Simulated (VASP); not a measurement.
TlGa2BSb4, 16 atoms in the cell. The typed cell holds 16 atoms: a = 8.554 Å, b = 8.545 Å, c = 8.543 Å, α = 60.29°, β = 62.90°, γ = 62.90°. 

```yaml
Program: VASP 6.6.1
Task: single point
Functional: PBE
Potentials_or_basis: VASP PAW PBE potentials, release 64 (B, Ga_d, Sb, Tl_d)
Cutoff: 520 eV
k_mesh: 2 × 2 × 2, shifted
Occupations: gaussian, width 0.1 eV
Spin: no spin polarisation
Dipole_correction: no
Further_INCAR_settings: LREAL = Auto; ALGO = Normal; EDIFF = 1e-06; NBANDS = 76; ISYM = 0
```

Potentials or basis: VASP PAW PBE potentials, release 64 (B, Ga_d, Sb, Tl_d).

Command:

```console
$ cat potpaw_PBE.64/B/POTCAR potpaw_PBE.64/Ga_d/POTCAR potpaw_PBE.64/Sb/POTCAR potpaw_PBE.64/Tl_d/POTCAR > POTCAR
$ mpirun -np 1 vasp_std > vasp.out
```

Hardware: 1 thread of Intel(R) Xeon(R) 6975P-C (Granite Rapids), with other jobs on the host.

How long does it take, and how much memory?

Run time: 2.3 min on 1 thread of Intel(R) Xeon(R) 6975P-C (Granite Rapids), with other jobs on the host, peak memory 0.6 GiB. Counts: scf iterations 16, k points 4.
